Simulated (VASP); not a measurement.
# MoS (I4/mmm) in VASP: notebook

The runs below take MoS through single point, with r2SCAN.

All numbers are computed with VASP 6.6.1; they aren't measurements. Logs are shortened: lines on timing, memory, paths and dates and some standing lists are left out, and cuts for length are marked.

## Step 1: The cell of the first run

The structure is tetragonal, space group I4/mmm (No. 139). The conventional cell has a = 3.610 Å, b = 3.610 Å, c = 5.090 Å, α = 90.00°, β = 90.00°, γ = 90.00°. Mo (site symmetry 4/mmm) has 6 S at 2.54 to 2.55 Å within 3.4 Å. Within 3.4 Å of S (site symmetry 4/mmm) lie 6 Mo at 2.54 to 2.55 Å.

## Step 2: Single point, r2SCAN, collinear spin

Contents of POSCAR:

```
MoS
1.0
    0.0000000000      2.5528151811      2.5528151810
    5.0899026949      2.5528151811      2.5528151810
    5.0899026949      5.1056303621     -0.0000000001
Mo S
2 2
Direct
    0.5000000000      0.5000000000      0.0000000000
    0.5000000000      0.5000000000      0.5000000000
    0.0000000000      0.0000000000      0.0000000000
    0.0000000000      0.0000000000      0.5000000000
```

Contents of INCAR.step1:

```
PREC = Accurate
ENCUT = 520
ISMEAR = 0
SIGMA = 0.05
LREAL = F
LASPH = T
NELM = 150
ISPIN = 2
MAGMOM = 2.2 -2.2 0 0
LMAXMIX = 4
NBANDS = 32
GGA = PE
ALGO = Normal
EDIFF = 1E-4
LWAVE = T
LCHARG = F
```

Contents of INCAR.step2:

```
PREC = Accurate
ENCUT = 520
EDIFF = 1E-6
ISMEAR = 0
SIGMA = 0.05
LREAL = F
LASPH = T
NELM = 150
ALGO = Normal
ISIF = 2
LWAVE = F
LCHARG = F
ISPIN = 2
MAGMOM = 2.2 -2.2 0 0
LORBIT = 11
LMAXMIX = 4
METAGGA = R2SCAN
LMIXTAU = T
NBANDS = 32
ISTART = 1
```

Contents of KPOINTS:

```
regular mesh
0
Gamma
  12 12 6
```

Potentials or basis: VASP PAW PBE potentials, release 64 (Mo_sv, S).

The run is started by

```
cat potpaw_PBE.64/Mo_sv/POTCAR potpaw_PBE.64/S/POTCAR > POTCAR
cp INCAR.step1 INCAR
mpirun -np 1 vasp_std > vasp.out
cp INCAR.step2 INCAR
mpirun -np 1 vasp_std > vasp.out
```

OUTCAR:

```text
PREC = Accurate
   ENCUT = 520
   EDIFF = 1E-6
   ISMEAR = 0
   LREAL = F
   LASPH = T
   NELM = 150
   ISIF = 2
   ISPIN = 2
   LORBIT = 11
   METAGGA = R2SCAN
   ISTART = 1

 ion  position               nearest neighbor table
   1  0.500  0.500  0.000-   3 2.54   3 2.54   4 2.55   4 2.55   4 2.55   4 2.55
   2  0.500  0.500  0.500-   4 2.54   4 2.54   3 2.55   3 2.55   3 2.55   3 2.55
   3  0.000  0.000  0.000-   1 2.54   1 2.54   2 2.55   2 2.55   2 2.55   2 2.55
   4  0.000  0.000  0.500-   2 2.54   2 2.54   1 2.55   1 2.55   1 2.55   1 2.55

  LATTYP: Found a simple tetragonal cell.
 ALAT       =     3.6102258513
 C/A-ratio  =     1.4098571404

  Lattice vectors:

 A1 = (   0.0000000000,  -2.5528151811,  -2.5528151810)
 A2 = (   0.0000000000,   2.5528151810,  -2.5528151811)
 A3 = (   5.0899026949,   0.0000000000,   0.0000000000)

Analysis of symmetry for initial positions (statically):
=====================================================================
 Subroutine PRICEL returns following result:

  LATTYP: Found a body centered tetragonal cell.
 ALAT       =     3.6102258513
 C/A-ratio  =     1.4098571404
[... 12 lines left out ...]
 Subroutine GETGRP returns: Found 16 space group operations
 (whereof 16 operations were pure point group operations)
 out of a pool of 16 trial point group operations.

The static configuration has the point symmetry D_4h.

Analysis of symmetry for dynamics (positions and initial velocities):
=====================================================================
 Subroutine PRICEL returns following result:

  LATTYP: Found a body centered tetragonal cell.
 ALAT       =     3.6102258513
 C/A-ratio  =     1.4098571404
[... 12 lines left out ...]
 Subroutine GETGRP returns: Found 16 space group operations
 (whereof 16 operations were pure point group operations)
 out of a pool of 16 trial point group operations.

The dynamic configuration has the point symmetry D_4h.

Analysis of structural, dynamic, and magnetic symmetry:
=====================================================================
 Subroutine PRICEL returns following result:

  LATTYP: Found a body centered tetragonal cell.
 ALAT       =     3.6102258513
 C/A-ratio  =     1.4098571404
[... 12 lines left out ...]
 Subroutine GETGRP returns: Found 16 space group operations
 (whereof 16 operations were pure point group operations)
 out of a pool of 16 trial point group operations.

The overall configuration has the point symmetry D_4h.

 Subroutine INISYM returns: Found 16 space group operations
 (whereof 16 operations are pure point group operations),
 and found     2 'primitive' translations

----------------------------------------------------------------------------------------

                                     Primitive cell

  volume of cell :      33.1702

  direct lattice vectors                    reciprocal lattice vectors
    -2.544951347 -0.000000000 -2.552815181    -0.196467410  0.195862201 -0.195862201
    -2.544951347  0.000000000  2.552815181    -0.196467410  0.195862201  0.195862201
     2.544951347  2.552815181 -0.000000000     0.000000000  0.391724402 -0.000000000

  length of vectors
     3.604669570  3.604669570  3.604669570     0.339593061  0.339593061  0.391724402

  position of ions in fractional coordinates (direct lattice)
     0.500000000  0.500000000  1.000000000
     0.000000000  0.000000000  0.000000000

  ion indices of the primitive-cell ions
   primitive index   ion index
                 1           1
                 2           3

----------------------------------------------------------------------------------------

 KPOINTS: regular mesh

Automatic generation of k-mesh.
 Grid dimensions read from file:
 generate k-points for:   12   12    6

 Generating k-lattice:

  Cartesian coordinates                     Fractional coordinates (reciprocal lattice)
    -0.016372284  0.016321850  0.016321850     0.083333333 -0.000000000 -0.000000000
     0.016372284 -0.016321850  0.016321850     0.000000000  0.083333333  0.000000000
     0.000000000  0.032643700 -0.032643700     0.000000000  0.000000000  0.166666667

  Length of vectors
     0.028299422  0.028299422  0.046165163

  Shift w.r.t. Gamma in fractional coordinates (k-lattice)
     0.000000000  0.000000000  0.000000000

 Subroutine IBZKPT returns following result:
 ===========================================

 Found    100 irreducible k-points:

 Following reciprocal coordinates:
            Coordinates               Weight
  0.000000  0.000000  0.000000      1.000000
  0.083333  0.000000  0.000000      8.000000
  0.166667  0.000000  0.000000      8.000000
  0.250000  0.000000  0.000000      8.000000
  0.333333 -0.000000 -0.000000      8.000000
  0.416667 -0.000000  0.000000      8.000000
[... 16 lines left out ...]
  0.500000  0.166667 -0.000000      8.000000
 -0.416667  0.166667 -0.000000     16.000000
 [... further k-points ...]
   k-points           NKPTS =    100   k-points in BZ     NKDIM =    100   number of bands    NBANDS=     32
   number of dos      NEDOS =    301   number of ions     NIONS =      4
   total plane-waves  NPLWV =  72576
   dimension x,y,z NGX =    28 NGY =   48 NGZ =   54
   dimension x,y,z NGXF=    56 NGYF=   96 NGZF=  108
   ions per type =               2   2
   NGX,Y,Z   is equivalent  to a cutoff of  12.89, 12.79, 12.45 a.u.
   NGXF,Y,Z  is equivalent  to a cutoff of  25.79, 25.58, 24.90 a.u.
 SYSTEM =  unknown system
   PREC   = accura    normal or accurate (medium, high low for compatibility)
   ISTART =      1    job   : 0-new  1-cont  2-samecut
   ICHARG =      0    charge: 1-file 2-atom 10-const
   ISPIN  =      2    spin polarized calculation?
   LNONCOLLINEAR =      F non collinear calculations
   LSORBIT =      F    spin-orbit coupling
   LASPH  =      T    aspherical Exc in radial PAW
   ENCUT  =  520.0 eV  38.22 Ry    6.18 a.u.   6.71 11.60 13.40*2*pi/ulx,y,z
   NELM   =    150;   NELMIN=  2; NELMDL=  0     # of ELM steps
   EDIFF  = 0.1E-05   stopping-criterion for ELM
   LREAL  =      F    real-space projection
   EDIFFG = 0.1E-04   stopping-criterion for IOM
   NSW    =      0    number of steps for IOM
   IBRION =     -1    ionic relax: 0-MD 1-quasi-New 2-CG
   NFREE  =      0    steps in history (QN), initial steepest desc. (CG)
   ISIF   =      2    stress and relaxation
   ISYM   =      2    0-nonsym 1-usesym 2-fastsym
   POTIM  = 0.5000    time-step for ionic-motion
   TEBEG  =    0.0;   TEEND  =   0.0 temperature during run
   PSTRESS=    0.0 pullay stress
   NELECT =      40.0000    total number of electrons
   NUPDOWN=      -1.0000    fix difference up-down
   EMIN   =  10.00;   EMAX   =-10.00  energy-range for DOS
   EFERMI =   0.00;   METHOD = LEGACY
   ISMEAR =     0;   SIGMA  =   0.05  broadening in eV -4-tet -1-fermi 0-gaus
   EFERMI_NEDOS =   21; number of points for ismear=-14 and -15
   IALGO  =     38    algorithm
   IMIX   =      4    mixing-type and parameters
     AMIX     =   0.40;   BMIX     =  1.00
     AMIX_MAG =   1.60;   BMIX_MAG =  1.00
  volume/ion in A,a.u.               =      16.59       111.92
  Fermi-wavevector in a.u.,A,eV,Ry     =   1.383042  2.613571 26.025301  1.912806
  Thomas-Fermi vector in A             =   2.507677
   LORBIT       =     11    0 simple, 1 ext, 2 COOP (PROOUT), +10 PAW based schemes
   METAGGA = R2SCAN    functional components
   LHFCALC =     F    Hartree Fock is set to
   AEXX    =    0.0000 exact exchange contribution
   IVDW    =     0    specifies the selected vdW correction
   LEPSILON=     F    determine dielectric tensor
   LRPA    =     F    only Hartree local field effects (RPA)
 spin polarized calculation
 Gauss-broadening in eV      SIGMA  =   0.05
  energy-cutoff  :      520.00
  volume of cell :       66.34
 maximum number of plane-waves:      1812
   NGX = 13   NGY = 23   NGZ = 27

 number of electron      40.0000000 magnetization       0.0000000

 number of electron      40.0000000 magnetization      -0.0000000

 Free energy of the ion-electron system (eV)
  ---------------------------------------------------
  ext. energy  EPLUGINS =         0.00000000
  ---------------------------------------------------
  free energy    TOTEN  =       -68.25488245 eV

  energy without entropy =      -68.25338846  energy(sigma->0) =      -68.25413545

 E-fermi :  10.6263     XC(G=0): -12.4601

 val. band max:       10.6116346786   @ k =  -0.0833   0.2500   0.1667
 cond. band min:      10.6380953956   @ k =  -0.0833   0.1667   0.1667
 fundamental gap:      0.0264607169
 Fermi energy:        10.6262699926

 spin component 1

 k-point     1 :       0.0000    0.0000    0.0000
  band No.  band energies     occupation
      1     -53.7252      1.00000
      2     -51.7678      1.00000
      3     -27.4061      1.00000
      4     -27.1897      1.00000
      5     -27.1897      1.00000
      6     -25.0958      1.00000
[... 829 lines left out ...]
     31      18.4299      0.00000
     32      18.6432      0.00000

 [... further k-points ...]

 spin component 2

 k-point     1 :       0.0000    0.0000    0.0000
  band No.  band energies     occupation
      1     -53.7252      1.00000
      2     -51.7678      1.00000
      3     -27.4061      1.00000
      4     -27.1897      1.00000
      5     -27.1897      1.00000
      6     -25.0958      1.00000
[... 829 lines left out ...]
     31      18.4299      0.00000
     32      18.6432      0.00000

 [... further k-points ...]

------------------------ aborting loop because EDIFF is reached ----------------------------------------

  FORCE on cell =-STRESS in cart. coord.  units (eV):
  Direction    XX          YY          ZZ          XY          YZ          ZX
  --------------------------------------------------------------------------------------
  -------------------------------------------------------------------------------------
  Total        0.0413069      0.0778826      0.0778826     -0.0000000      0.0000000     -0.0000000
  in kB        0.9975973      1.8809316      1.8809316     -0.0000000      0.0000000     -0.0000000
  external PRESSURE =       1.5864869 kB  Pullay stress =       0.0000000 kB

 VOLUME and BASIS-vectors are now :
 -----------------------------------------------------------------------------
  energy-cutoff  :      520.00
  volume of cell :       66.34
      direct lattice vectors                 reciprocal lattice vectors
     0.000000000  2.552815181  2.552815181    -0.196467410  0.195862201  0.195862201
     5.089902695  2.552815181  2.552815181     0.196467410 -0.195862201  0.195862201
     5.089902695  5.105630362 -0.000000000     0.000000000  0.195862201 -0.195862201

 POSITION                                       TOTAL-FORCE (eV/Angst)
 -----------------------------------------------------------------------------------
      2.54495      2.55282      2.55282         0.000000     -0.000000      0.000000
      5.08990      5.10563      2.55282        -0.000000      0.000000      0.000000
      0.00000      0.00000      0.00000         0.000000     -0.000000     -0.000000
      2.54495      2.55282     -0.00000         0.000000     -0.000000     -0.000000
 -----------------------------------------------------------------------------------
    total drift:                                0.000000      0.000000      0.000000

  FREE ENERGIE OF THE ION-ELECTRON SYSTEM (eV)
  ---------------------------------------------------
  free  energy   TOTEN  =       -68.2548824453 eV

  energy  without entropy=      -68.2533884605  energy(sigma->0) =      -68.25413545

 total charge

# of ion       s       p       d       tot
------------------------------------------
    1        2.200   6.098   3.969  12.267
    2        2.200   6.098   3.969  12.267
    3        1.299   2.449   0.000   3.748
    4        1.299   2.449   0.000   3.748
--------------------------------------------------
tot          6.997  17.095   7.939  32.031

 magnetization (x)

# of ion       s       p       d       tot
------------------------------------------
    1        0.032   0.020   2.314   2.367
    2       -0.032  -0.020  -2.314  -2.367
    3       -0.004  -0.014   0.000  -0.018
    4        0.004   0.014   0.000   0.018
--------------------------------------------------
tot          0.000   0.000   0.000   0.000
```

It took 53 min on 1 thread of Oxide Virtual Turin-like, shared host; peak memory 0.5 GiB.

Results:

```
Free energy                                           : -68.2549 eV
Pressure                                              : 0.2 GPa
Band gap on the k mesh                                : zero (filled and empty bands overlap)
Net moment                                            : 0.00 μB per cell
Site moments                                          : Mo +2.37, -2.37; S -0.02, +0.02 μB
Valence electrons inside the program's atomic spheres : Mo 12.27; S 3.75
```

Caveat: the PAW data sets were made with another functional, which shifts forces and pressure a little.

## Step 3: Single point, r2SCAN, collinear spin

This run uses another cell than the first one, of 16.42 Å³/atom.

Edit POSCAR of step 2 so:

```diff
@@ -3,4 +3,4 @@
     0.0000000000      2.5528151811      2.5528151810
-    5.0899026949      2.5528151811      2.5528151810
-    5.0899026949      5.1056303621     -0.0000000001
+    5.0390036680      2.5528151811      2.5528151810
+    5.0390036680      5.1056303621     -0.0000000001
 Mo S
```

Contents of INCAR.step1:

```
PREC = Accurate
ENCUT = 520
ISMEAR = 0
SIGMA = 0.05
LREAL = False
LASPH = True
NELM = 150
ISPIN = 2
MAGMOM = 2.2 -2.2 0 0
LMAXMIX = 4
NBANDS = 32
GGA = PE
ALGO = Normal
EDIFF = 1E-4
LWAVE = True
LCHARG = False
```

Contents of INCAR.step2:

```
PREC = Accurate
ENCUT = 520
EDIFF = 1E-7
ISMEAR = 0
SIGMA = 0.05
LREAL = False
LASPH = True
NELM = 150
ALGO = Normal
ISIF = 2
LWAVE = False
LCHARG = True
ISPIN = 2
MAGMOM = 2.2 -2.2 0 0
LORBIT = 11
LMAXMIX = 4
METAGGA = R2SCAN
LMIXTAU = True
LELF = True
LVHAR = True
NBANDS = 32
ISTART = 1
```

KPOINTS is that of step 2.

Potentials or basis: VASP PAW PBE potentials, release 64 (Mo_sv, S).

The run is started by

```
cat potpaw_PBE.64/Mo_sv/POTCAR potpaw_PBE.64/S/POTCAR > POTCAR
cp INCAR.step1 INCAR
mpirun -np 1 vasp_std > vasp.out
cp INCAR.step2 INCAR
mpirun -np 1 vasp_std > vasp.out
```

It took 73 min on 1 thread of Oxide Virtual Turin-like, shared host; peak memory 0.5 GiB.

It converged, with:

```yaml
Free_energy: -68.2477 eV
Pressure: 1.3 GPa
Band_gap_on_the_k_mesh: zero (filled and empty bands overlap)
Net_moment: 0.00 μB per cell
Site_moments: Mo +2.33, -2.33; S -0.02, +0.02 μB
Valence_electrons_inside_the_program's_atomic_spheres: Mo 12.28; S 3.75
```

Stress tensor (GPa, compression positive):
```
3.31 0.00 0.00
0.00 0.28 0.00
0.00 0.00 0.28
```

Levels at points of the mesh, in eV from the Fermi level:
Spin up:
```tsv
k point	band 16	band 17	band 18	band 19	band 20	band 21	band 22	band 23	band 24	band 25
(0.00, 0.00, 0.00)	-3.36	-3.36	-2.80	-2.80	-2.14	-2.05	-1.75	-0.45	1.14	1.14
(0.50, 0.00, 0.00)	-6.33	-1.27	-1.16	-0.86	1.30	1.56	1.73	2.65	2.72	4.12
(0.50, 0.50, 0.00)	-4.62	-4.28	-4.28	-1.43	-0.85	-0.77	0.92	0.92	1.54	1.78
(0.00, 0.00, 0.50)	-5.76	-2.18	-1.23	-0.93	-0.31	0.50	0.80	1.12	1.67	3.79
(0.50, 0.00, 0.50)	-6.37	-1.67	-1.67	-0.85	-0.01	0.33	0.53	0.53	1.32	1.76
(0.00, 0.50, 0.50)	-4.45	-4.13	-2.24	-2.00	-0.89	-0.89	-0.66	0.61	1.51	1.51
```
Spin down:
```csv
k point,band 18,band 19,band 20,band 21,band 22,band 23
"(0.00, 0.00, 0.00)",-2.80,-2.80,-2.14,-2.05,-1.75,-0.45
"(0.50, 0.00, 0.00)",-1.16,-0.86,1.30,1.56,1.73,2.65
"(0.50, 0.50, 0.00)",-4.28,-1.43,-0.85,-0.77,0.92,0.92
"(0.00, 0.00, 0.50)",-1.23,-0.93,-0.31,0.50,0.80,1.12
"(0.50, 0.00, 0.50)",-1.67,-0.85,-0.01,0.33,0.53,0.53
"(0.00, 0.50, 0.50)",-2.24,-2.00,-0.89,-0.89,-0.66,0.61
```

Caveat: the PAW data sets were made with another functional, which shifts forces and pressure a little.

The gap in the log of VASP goes by the Fermi energy; the results here count the filled bands.